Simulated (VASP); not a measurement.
Write the native input for VASP 6.6.1 that does the following.

```
Task                   : single point
Functional             : PBEsol
Potentials or basis    : VASP PAW PBE potentials, release 64 (Au, Si)
Cutoff                 : 520 eV
k mesh                 : 3 × 3 × 3
Occupations            : gaussian, width 0.05 eV
Spin                   : collinear spin
Starting moments       : [3.0, 0.0, 0.0, 0.0, 0.0, 0.0, 0.0, 0.0, 0.0, 0.0, 0.0, 0.0, 0.0, 0.0, 0.0, 0.0] μB
Dipole correction      : no
Further INCAR settings : LREAL = Auto; ALGO = Normal; EDIFF = 1e-06; NBANDS = 54
```

The structure of Si15Au lies in POSCAR:

```
Si15Au
1.0
    0.0000000000      5.4370000000      5.4370000000
    5.4370000000      0.0000000000      5.4370000000
    5.4370000000      5.4370000000      0.0000000000
Au Si
1 15
Direct
    0.0000000000      1.0000000000      1.0000000000
    0.9995262951      0.9995262951      0.5004737049
    0.9995262951      0.5004737049      0.9995262951
    0.9995262951      0.5004737049      0.5004737049
    0.5004737049      0.9995262951      0.9995262951
    0.5004737049      0.9995262951      0.5004737049
    0.5004737049      0.5004737049      0.9995262951
    0.5000000000      0.5000000000      0.5000000000
    0.1276309320      0.1276309320      0.1276309320
    0.1276309320      0.1276309320      0.6171072039
    0.1276309320      0.6171072039      0.1276309320
    0.1257507541      0.6247497486      0.6247497486
    0.6171072039      0.1276309320      0.1276309320
    0.6247497486      0.1257507541      0.6247497486
    0.6247497486      0.6247497486      0.1257507541
    0.6247497486      0.6247497486      0.6247497486
```

These files were run (other wordings do the same):

INCAR

```
PREC = Accurate
ENCUT = 520
EDIFF = 1E-6
ISMEAR = 0
SIGMA = 0.05
LREAL = Auto
LASPH = True
NELM = 150
ALGO = Normal
ISIF = 2
LWAVE = False
LCHARG = False
ISPIN = 2
MAGMOM = 3 0 0 0 0 0 0 0 0 0 0 0 0 0 0 0
LORBIT = 11
LMAXMIX = 4
GGA = PS
NBANDS = 54
```

KPOINTS

```
regular mesh
0
Gamma
  3 3 3
```

Potentials or basis: VASP PAW PBE potentials, release 64 (Au, Si).

The run is started by

```console
$ cat potpaw_PBE.64/Au/POTCAR potpaw_PBE.64/Si/POTCAR > POTCAR
$ mpirun -np 1 vasp_std > vasp.out
```

Results of the run:

- Pressure: 0.5 GPa
- Largest force: 0.156 eV/Å
- Net moment: 0.00 μB per cell
- Valence electrons inside the program's atomic spheres: Au 9.89; Si 1.69, 1.67 (each value once)

Caveat: the PAW data sets were made with another functional, which shifts forces and pressure a little.

Wall time 4 min on 1 thread of Intel(R) Xeon(R) Platinum 8488C (Sapphire Rapids), on a shared host, peak memory 0.66 GiB.
